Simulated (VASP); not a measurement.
Here is a VASP 6.6.1 calculation.

The input INCAR:

```
  PREC = Accurate
  ENCUT = 520
  EDIFF = 1E-7
  ISMEAR = -1
  SIGMA = 0.15
  LREAL = False
  LASPH = True
  NELM = 60
  ALGO = Normal
  ISIF = 2
  LWAVE = False
  LCHARG = False
  NBANDS = 18
```

The input KPOINTS:

```
regular mesh
0
Gamma
  12 12 6
```

The input POSCAR:

```
Y
1.0
    3.5382605120      0.0000000028      0.0000000000
   -1.7691302584      3.0642234872      0.0000000000
    0.0000000000      0.0000000000      5.5493084121
Y
2
Direct
    0.3333333333      0.6666666667      0.2500000000
    0.6666666667      0.3333333333      0.7500000000
```

Potentials or basis: VASP PAW LDA potentials, release 64 (Y_sv).

The run is started by

```bash
$ cat potpaw_LDA.64/Y_sv/POTCAR > POTCAR
$ mpirun -np 1 vasp_std > vasp.out
```

Task: Estimate the pressure.

Result: -0.1 GPa.

Task: Estimate the band gap on the k mesh.

Result: Zero (band 11 reaches 4.53 eV, above the bottom of band 12 at 2.87 eV).
